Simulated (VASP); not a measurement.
# Hf2Sb3 (Pm-3m) in VASP: relaxation of cell and atoms with PBE

Aim: the relaxation of cell and atoms of Hf2Sb3 with PBE.

Program: VASP 6.6.1. These are calculated values, not measurements. Logs are shortened: lines on timing, memory, paths and dates and some standing lists are left out, and cuts for length are marked.

**1. The cell of the first run**

Symmetry: Pm-3m, No. 221, cubic system. Conventional cell: a = 5.424 Å, b = 5.424 Å, c = 5.424 Å, α = 90.00°, β = 90.00°, γ = 90.00°. Within 5.0 Å of Hf (site symmetry m-3m) lie 12 Sb at 3.84 Å and 8 Hf at 4.70 Å. Hf (site symmetry m-3m) has 6 Sb at 2.71 Å within 3.6 Å. Within 3.6 Å of Sb (site symmetry 4/mmm) lie 2 Hf at 2.71 Å.

The cell was generated, and may not be a known phase.

**2. Relaxation of cell and atoms, PBE**

INCAR

```
SYSTEM = Hf2Sb3
ALGO = Normal
EDIFF = 1E-7
EDIFFG = -0.01
ENCUT = 600
GGA = PE
IBRION = 2
ISIF = 3
ISMEAR = 0
LASPH = .TRUE.
LCHARG = .FALSE.
LREAL = .FALSE.
LWAVE = .FALSE.
NELM = 80
NSW = 100
PREC = Accurate
SIGMA = 0.1
```

KPOINTS

```
k-points
0
G
  8 8 8
  0 0 0
```

POSCAR

```
Hf2Sb3
1.0
    5.4243526853      0.0000000000      0.0000000000
    0.0000000000      5.4243526853      0.0000000000
    0.0000000000      0.0000000000      5.4243526853
Hf Sb
2 3
Direct
    0.5000000000      0.5000000000      0.5000000000
    0.0000000000      0.0000000000      0.0000000000
    0.5000000000      0.0000000000      0.0000000000
    0.0000000000      0.5000000000      0.0000000000
    0.0000000000      0.0000000000      0.5000000000
```

Potentials or basis: VASP PAW PBE potentials, release 64 (Hf_pv, Sb).

Command:

```bash
$ cat potpaw_PBE.64/Hf_pv/POTCAR potpaw_PBE.64/Sb/POTCAR > POTCAR
$ mpirun -np 1 vasp_std > vasp.out
```

OUTCAR:

```text
SYSTEM = Hf2Sb3
   EDIFF = 1E-7
   EDIFFG = -0.01
   ENCUT = 600
   GGA = PE
   IBRION = 2
   ISIF = 3
   ISMEAR = 0
   LASPH = .TRUE.
   LREAL = .FALSE.
   NELM = 80
   NSW = 100
   PREC = Accurate

 ion  position               nearest neighbor table
   1  0.500  0.500  0.500-
   2  0.000  0.000  0.000-   3 2.71   4 2.71   5 2.71   5 2.71   4 2.71   3 2.71
   3  0.500  0.000  0.000-   2 2.71   2 2.71
   4  0.000  0.500  0.000-   2 2.71   2 2.71
   5  0.000  0.000  0.500-   2 2.71   2 2.71

  LATTYP: Found a simple cubic cell.
 ALAT       =     5.4243526853

  Lattice vectors:

 A1 = (   5.4243526853,   0.0000000000,   0.0000000000)
 A2 = (   0.0000000000,   5.4243526853,   0.0000000000)
 A3 = (   0.0000000000,   0.0000000000,   5.4243526853)

Analysis of symmetry for initial positions (statically):
=====================================================================
 Subroutine PRICEL returns:
 Original cell was already a primitive cell.

 Routine SETGRP: Setting up the symmetry group for a
 simple cubic supercell.

 Subroutine GETGRP returns: Found 48 space group operations
 (whereof 48 operations were pure point group operations)
 out of a pool of 48 trial point group operations.

The static configuration has the point symmetry O_h .

Analysis of symmetry for dynamics (positions and initial velocities):
=====================================================================
 Subroutine PRICEL returns:
 Original cell was already a primitive cell.

 Routine SETGRP: Setting up the symmetry group for a
 simple cubic supercell.

 Subroutine GETGRP returns: Found 48 space group operations
 (whereof 48 operations were pure point group operations)
 out of a pool of 48 trial point group operations.

The dynamic configuration has the point symmetry O_h .

 Subroutine INISYM returns: Found 48 space group operations
 (whereof 48 operations are pure point group operations),
 and found     1 'primitive' translations

----------------------------------------------------------------------------------------

                                     Primitive cell

  volume of cell :     159.6040

  direct lattice vectors                    reciprocal lattice vectors
     5.424352685  0.000000000  0.000000000     0.184353794  0.000000000  0.000000000
     0.000000000  5.424352685  0.000000000     0.000000000  0.184353794  0.000000000
     0.000000000  0.000000000  5.424352685     0.000000000  0.000000000  0.184353794

  length of vectors
     5.424352685  5.424352685  5.424352685     0.184353794  0.184353794  0.184353794

  position of ions in fractional coordinates (direct lattice)
     0.500000000  0.500000000  0.500000000
     0.000000000  0.000000000  0.000000000
     0.500000000  0.000000000  0.000000000
     0.000000000  0.500000000  0.000000000
     0.000000000  0.000000000  0.500000000

  ion indices of the primitive-cell ions
   primitive index   ion index
                 1           1
                 2           2
                 3           3
                 4           4
                 5           5

----------------------------------------------------------------------------------------

 KPOINTS: k-points

Automatic generation of k-mesh.
 Grid dimensions read from file:
 generate k-points for:    8    8    8

 Generating k-lattice:

  Cartesian coordinates                     Fractional coordinates (reciprocal lattice)
     0.023044224  0.000000000  0.000000000     0.125000000  0.000000000  0.000000000
     0.000000000  0.023044224  0.000000000     0.000000000  0.125000000  0.000000000
     0.000000000  0.000000000  0.023044224     0.000000000  0.000000000  0.125000000

  Length of vectors
     0.023044224  0.023044224  0.023044224

  Shift w.r.t. Gamma in fractional coordinates (k-lattice)
     0.000000000  0.000000000  0.000000000

 Subroutine IBZKPT returns following result:
 ===========================================

 Found     35 irreducible k-points:

 Following reciprocal coordinates:
            Coordinates               Weight
  0.000000  0.000000  0.000000      1.000000
  0.125000  0.000000  0.000000      6.000000
  0.250000  0.000000  0.000000      6.000000
  0.375000  0.000000  0.000000      6.000000
  0.500000  0.000000  0.000000      3.000000
  0.125000  0.125000  0.000000     12.000000
[... 16 lines left out ...]
  0.375000  0.375000  0.125000     24.000000
  0.500000  0.375000  0.125000     24.000000
 [... further k-points ...]
   k-points           NKPTS =     35   k-points in BZ     NKDIM =     35   number of bands    NBANDS=     21
   number of dos      NEDOS =    301   number of ions     NIONS =      5
   total plane-waves  NPLWV = 110592
   dimension x,y,z NGX =    48 NGY =   48 NGZ =   48
   dimension x,y,z NGXF=    96 NGYF=   96 NGZF=   96
   ions per type =               2   3
   NGX,Y,Z   is equivalent  to a cutoff of  14.71, 14.71, 14.71 a.u.
   NGXF,Y,Z  is equivalent  to a cutoff of  29.42, 29.42, 29.42 a.u.
 SYSTEM =  Hf2Sb3
   PREC   = accura    normal or accurate (medium, high low for compatibility)
   ISTART =      0    job   : 0-new  1-cont  2-samecut
   ICHARG =      2    charge: 1-file 2-atom 10-const
   ISPIN  =      1    spin polarized calculation?
   LNONCOLLINEAR =      F non collinear calculations
   LSORBIT =      F    spin-orbit coupling
   LASPH  =      T    aspherical Exc in radial PAW
   ENCUT  =  600.0 eV  44.10 Ry    6.64 a.u.  10.83 10.83 10.83*2*pi/ulx,y,z
   NELM   =     80;   NELMIN=  2; NELMDL= -5     # of ELM steps
   EDIFF  = 0.1E-06   stopping-criterion for ELM
   LREAL  =      F    real-space projection
   EDIFFG = -.1E-01   stopping-criterion for IOM
   NSW    =    100    number of steps for IOM
   IBRION =      2    ionic relax: 0-MD 1-quasi-New 2-CG
   NFREE  =      1    steps in history (QN), initial steepest desc. (CG)
   ISIF   =      3    stress and relaxation
   ISYM   =      2    0-nonsym 1-usesym 2-fastsym
   POTIM  = 0.5000    time-step for ionic-motion
   TEBEG  =    0.0;   TEEND  =   0.0 temperature during run
   PSTRESS=    0.0 pullay stress
   NELECT =      35.0000    total number of electrons
   NUPDOWN=      -1.0000    fix difference up-down
   EMIN   =  10.00;   EMAX   =-10.00  energy-range for DOS
   EFERMI =   0.00;   METHOD = LEGACY
   ISMEAR =     0;   SIGMA  =   0.10  broadening in eV -4-tet -1-fermi 0-gaus
   EFERMI_NEDOS =   21; number of points for ismear=-14 and -15
   IALGO  =     38    algorithm
   IMIX   =      4    mixing-type and parameters
     AMIX     =   0.40;   BMIX     =  1.00
     AMIX_MAG =   1.60;   BMIX_MAG =  1.00
  volume/ion in A,a.u.               =      31.92       215.41
  Fermi-wavevector in a.u.,A,eV,Ry     =   0.987225  1.865585 13.260425  0.974614
  Thomas-Fermi vector in A             =   2.118664
   LORBIT       =      0    0 simple, 1 ext, 2 COOP (PROOUT), +10 PAW based schemes
   GGA     = PE    functional components
   LHFCALC =     F    Hartree Fock is set to
   AEXX    =    0.0000 exact exchange contribution
   IVDW    =     0    specifies the selected vdW correction
   LEPSILON=     F    determine dielectric tensor
   LRPA    =     F    only Hartree local field effects (RPA)
 conjugate gradient relaxation of ions
 non-spin polarized calculation
 Gauss-broadening in eV      SIGMA  =   0.10
  energy-cutoff  :      600.00
  volume of cell :      159.60
 maximum number of plane-waves:      5400
 NGX is ok and might be reduce to    48
   NGX = 21   NGY = 21   NGZ = 21

--------------------------------------- Ionic step        1  -------------------------------------------

 number of electron      34.9999999 magnetization

 Free energy of the ion-electron system (eV)
  ---------------------------------------------------
  ext. energy  EPLUGINS =         0.00000000
  ---------------------------------------------------
  free energy    TOTEN  =       -28.69124405 eV

  energy without entropy =      -28.66310794  energy(sigma->0) =      -28.67717600

------------------------ aborting loop because EDIFF is reached ----------------------------------------

  FORCE on cell =-STRESS in cart. coord.  units (eV):
  Direction    XX          YY          ZZ          XY          YZ          ZX
  --------------------------------------------------------------------------------------
  -------------------------------------------------------------------------------------
  Total       -0.3769957     -0.3769957     -0.3769957     -0.0000000     -0.0000000      0.0000000
  in kB       -3.7844543     -3.7844543     -3.7844543     -0.0000000     -0.0000000      0.0000000
  external PRESSURE =      -3.7844543 kB  Pullay stress =       0.0000000 kB
[... 63 lines left out ...]
  energy  without entropy=      -28.6646332494  energy(sigma->0) =      -28.67836801

--------------------------------------- Ionic step        3  -------------------------------------------

 number of electron      34.9999998 magnetization

 Free energy of the ion-electron system (eV)
  ---------------------------------------------------
  ext. energy  EPLUGINS =         0.00000000
  ---------------------------------------------------
  free energy    TOTEN  =       -28.69254883 eV

  energy without entropy =      -28.66483477  energy(sigma->0) =      -28.67869180

 E-fermi :   5.0078     XC(G=0):  -9.4439

 val. band max:        5.0060418516   @ k =   0.5000   0.1250   0.1250
 cond. band min:       5.0431074392   @ k =   0.2500   0.1250   0.0000
 fundamental gap:      0.0370655875
 Fermi energy:         5.0078082390

 k-point     1 :       0.0000    0.0000    0.0000
  band No.  band energies     occupation
      1     -28.0089      2.00000
      2     -28.0089      2.00000
      3     -28.0089      2.00000
      4     -25.7086      2.00000
      5     -25.7086      2.00000
      6     -25.7086      2.00000
[... 550 lines left out ...]
      5     -25.7018      2.00000
      6     -25.7008      2.00000
[... 13 lines left out ...]
     20       5.5790      0.00000
     21       5.7048      0.00000

 [... further k-points ...]

------------------------ aborting loop because EDIFF is reached ----------------------------------------

  FORCE on cell =-STRESS in cart. coord.  units (eV):
  Direction    XX          YY          ZZ          XY          YZ          ZX
  --------------------------------------------------------------------------------------
  -------------------------------------------------------------------------------------
  Total        0.0014834      0.0014834      0.0014834     -0.0000000      0.0000000     -0.0000000
  in kB        0.0149947      0.0149947      0.0149947     -0.0000000      0.0000000     -0.0000000
  external PRESSURE =       0.0149947 kB  Pullay stress =       0.0000000 kB
[... 20 lines left out ...]
  FREE ENERGIE OF THE ION-ELECTRON SYSTEM (eV)
  ---------------------------------------------------
  free  energy   TOTEN  =       -28.6925488330 eV

  energy  without entropy=      -28.6648347741  energy(sigma->0) =      -28.67869180

 reached required accuracy - stopping structural energy minimisation
```

Wall time 5.4 min (1 thread of AMD EPYC 9R14 (Zen 4), shared host); peak memory 0.4 GiB.

Results:

- Free energy: -28.6925 eV
- Relaxed volume: 31.70 Å³/atom
- Relaxed cell: a = 5.412 Å, b = 5.412 Å, c = 5.412 Å, α = 90.00°, β = 90.00°, γ = 90.00°
- Space group after relaxing (to 0.1 Å): Pm-3m (No. 221)
- Energy gained by relaxing: 0.3 meV/atom
- Ionic steps: 3
- Pressure after relaxing: 0.0 GPa

Step by step:
| step | energy change (eV) | largest force (eV/Å) | pressure (GPa) | volume (Å³) |
| --- | --- | --- | --- | --- |
| 1 | 0.0000 | 0.0000 | -0.38 | 159.60 |
| 2 | -0.0009 | 0.0000 | 0.23 | 157.87 |
| 3 | -0.0013 | 0.0000 | 0.00 | 158.51 |

Final structure:
```xyz
5
Lattice="5.4119 0.0000 0.0000 0.0000 5.4119 0.0000 0.0000 0.0000 5.4119" Properties=species:S:1:pos:R:3 pbc="T T T"
Hf    2.7059    2.7059    2.7059
Hf    0.0000    0.0000    0.0000
Sb    2.7059    0.0000    0.0000
Sb    0.0000    2.7059    0.0000
Sb    0.0000    0.0000    2.7059
```

Caveat: the highest band is partly filled, so the run has too few bands; spin-orbit coupling is left out, which moves the levels of the heavy elements.
